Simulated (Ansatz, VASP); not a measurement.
**Two plane-wave programs on ZrB**

INCAR

```
PREC     = Accurate       # precision mode
ENCUT    = 520            # plane-wave cutoff, eV
EDIFF    = 1E-7           # SCF threshold, eV
ISMEAR   = 0              # smearing method
SIGMA    = 0.15           # smearing width, eV
LREAL    = False          # projectors in reciprocal space
LASPH    = True           # aspherical terms in the spheres
NELM     = 60             # most SCF steps
ALGO     = Normal         # electronic algorithm
ISIF     = 2              # what is computed and relaxed
LWAVE    = False          # write WAVECAR
LCHARG   = True           # write CHGCAR
GGA      = PS             # functional
LELF     = True           # ELF
LVHAR    = True         
NBANDS   = 14             # bands
```

KPOINTS

```
regular mesh
0
Gamma
  18 18 18
```

POSCAR

```
ZrB
1.0
   -0.0116250000      2.3250000000      2.3250000000
    2.3133750000      0.0000000000      2.3133750000
    2.3250000000      2.3250000000     -0.0116250000
Zr B
1 1
Direct
    0.0000000000      0.0000000000      0.0000000000
    0.5000000000      0.5000000000      0.5000000000
```

Input for Ansatz:

```yaml
crystal:
  lattice:
    - [-0.011625, 2.325, 2.325]
    - [2.313375, 0.0, 2.313375]
    - [2.325, 2.325, -0.011625]
  atoms:
    - { symbol: Zr, position: [0.0, 0.0, 0.0] }
    - { symbol: B, position: [0.5, 0.5, 0.5] }
basis:
  ecutwfc: 420
kpoints:
  mp_grid: { grid: [18, 18, 18] }
hamiltonian:
  xc: pbesol
scf:
  occupations: { method: gaussian, width: 0.15 }
output:
  forces: true
  stress: true
  eigenvalues: true
```

Change from the starting cell: strain -0.0100 x Voigt [0, 0, 0, 0, 1, 0], atoms carried along.

Alike in both runs: task single point; functional PBEsol; k mesh 18 × 18 × 18; occupations gaussian, width 0.15 eV; no spin polarisation.

|  | VASP | Ansatz |
| --- | --- | --- |
| version | VASP 6.6.1 | Ansatz 0.2.0 |
| potentials or method | VASP PAW PBE potentials, release 64 (Zr_sv, B), cutoff 520 eV | scalar-relativistic, plane waves, PAW |
| valence electrons in the cell | 15 | 15 |

```tsv
	VASP	Ansatz	Ansatz less VASP
gap on the k mesh at the Fermi level (eV)	none	none	-
pressure (GPa)	29.7	29.4	-0.30
traceless stress, the component that is largest in VASP (GPa)	0.56	0.57	+0.003
```

VASP's potentials were made for PBE, not for PBEsol. A gap of «none» marks a metal or a gap that the smearing closes. Both programs put the cell under a high pressure, so it lies far from rest at this level. With one functional, cell and mesh, what is left measures potentials, basis and numerics.
